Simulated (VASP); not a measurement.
Wanted: the native input for a VASP 6.6.1 run.

```yaml
Task: single point
Functional: r2SCAN
Potentials_or_basis: VASP PAW PBE potentials, release 64 (Lu)
Cutoff: 520 eV
k_mesh: 10 × 10 × 6
Occupations: methfessel-paxton, width 1 eV
Spin: no spin polarisation
Dipole_correction: no
Further_INCAR_settings: ALGO = Normal; EDIFF = 1e-07; NBANDS = 32
```

Crystal: Lu.

```
Lu
1.0
     3.50482    0.00000    0.00000
    -1.75241    3.03526    0.00000
     0.00000    0.00000    5.46968
Lu
2
Direct
  0.33333 0.66667 0.25000
  0.66667 0.33333 0.75000
```

These files were run (other wordings do the same):

POSCAR

```
Lu
1.0
    3.5048186286      0.0000000000      0.0000000000
   -1.7524093143      3.0352619680      0.0000000000
    0.0000000000      0.0000000000      5.4696750779
Lu
2
Direct
    0.3333333333      0.6666666667      0.2500000000
    0.6666666667      0.3333333333      0.7500000000
```

INCAR.step1

```
ALGO = Normal ; EDIFF = 1E-4
ENCUT = 520 ; GGA = PE
ISMEAR = 1 ; LASPH = T
LCHARG = F ; LREAL = F
LWAVE = T ; NBANDS = 32
NELM = 100 ; PREC = Accurate
SIGMA = 1.0
```

INCAR.step2

```
ALGO = Normal ; EDIFF = 1E-7
ENCUT = 520 ; ISIF = 2
ISMEAR = 1 ; ISTART = 1
LASPH = T ; LCHARG = F
LMIXTAU = T ; LREAL = F
LWAVE = F ; METAGGA = R2SCAN
NBANDS = 32 ; NELM = 100
PREC = Accurate ; SIGMA = 1.0
```

KPOINTS

```
k-points
0
Gamma
  10 10 6
```

Potentials or basis: VASP PAW PBE potentials, release 64 (Lu).

The run is started by

```bash
$ cat potpaw_PBE.64/Lu/POTCAR > POTCAR
$ cp INCAR.step1 INCAR
$ mpirun -np 1 vasp_std > vasp.out
$ cp INCAR.step2 INCAR
$ mpirun -np 1 vasp_std > vasp.out
```

Results of the run:

```
Pressure               : 0.5 GPa
Band gap on the k mesh : zero (bands 25 and 26 overlap by 2.00 eV)
```

Caveat: so wide a smearing shifts energies and pressures; the PAW data sets were made with another functional, which shifts forces and pressure a little; spin-orbit coupling is left out, which moves the levels of the heavy elements.

Wall time 13 min on 1 thread of Intel Xeon 8259CL (shared host), peak memory 0.25 GiB.
